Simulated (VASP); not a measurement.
SnO:

```
Sn O
1.0
     3.81370    0.00000    0.00000
     0.00000    3.81370    0.00000
     0.00000    0.00000    4.88691
Sn O
2 2
Direct
  0.50000 0.00000 0.76463
  0.00000 0.50000 0.23537
  0.00000 0.00000 0.00000
  0.50000 0.50000 0.00000
```

Base run:

| Quantity | Value |
| --- | --- |
| Program | VASP 6.6.1 |
| Functional | LDA |
| Potentials or basis | VASP PAW LDA potentials, release 64 (Sn_d, O) |
| Cutoff | 520 eV |
| k mesh | 7 × 7 × 6 |
| Occupations | fermi-dirac, width 0.05 eV |
| Spin | no spin polarisation |

Its results: band gap on the k mesh 0.44 eV (least direct gap 1.96 eV); pressure -3.0 GPa; largest force 0.129 eV/Å.

Task: The run is repeated on the same cell with these changes: functional from LDA to RPBE; potentials or basis from VASP PAW LDA potentials, release 64 (Sn_d, O) to VASP PAW PBE potentials, release 64 (Sn_d, O). What comes out?

Result: Band gap on the k mesh 0.37 eV (least direct gap 2.06 eV); pressure 6.5 GPa; largest force 0.644 eV/Å.

Caveats: spin-orbit coupling is left out, which moves the levels of the heavy elements; an odd mesh through Γ misses points on the zone boundary, where band edges can lie; the cell stands under pressure (at least some runs); the PAW data sets were made with another functional, which shifts forces and pressure a little (at least some runs).
